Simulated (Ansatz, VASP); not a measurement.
**F: VASP beside Ansatz**

```
F
1.0
     3.12915   -1.79843   -0.24135
     3.12915    1.79843   -0.24135
    -2.35289    0.00000    7.20223
F
4
Direct
  0.08485 0.08485 0.07802
  0.91515 0.91515 0.92198
  0.50157 0.50157 0.59372
  0.49843 0.49843 0.40628
```

Alike in both runs: task single point; functional PBEsol; k mesh 4 × 4 × 2; occupations gaussian, width 0.05 eV; no spin polarisation.

|  | VASP | Ansatz |
| --- | --- | --- |
| version | VASP 6.6.1 | Ansatz 0.2.0 |
| potentials or method | VASP PAW PBE potentials, release 64 (F), cutoff 520 eV | scalar-relativistic, plane waves, PAW |
| valence electrons in the cell | 28 | 28 |

```csv
,VASP,Ansatz,Ansatz less VASP
gap on the k mesh at the Fermi level (eV),2.58,2.64,+0.061
least direct gap on the mesh (eV),2.63,2.69,+0.060
pressure (GPa),7.8,6.9,-0.92
"traceless stress, the component that is largest in VASP (GPa)",11.69,10.59,-1.103
rms of the force components (eV/Å),4.031,3.536,-0.4959
```

VASP's potentials were made for PBE, not for PBEsol. Atom by atom the forces differ by 0.528 eV/Å (rms over components).

The k mesh is coarse, so the values compare programs but aren't converged. Noted on VASP's run: the standard files for N, O and F lose accuracy on very short bonds.
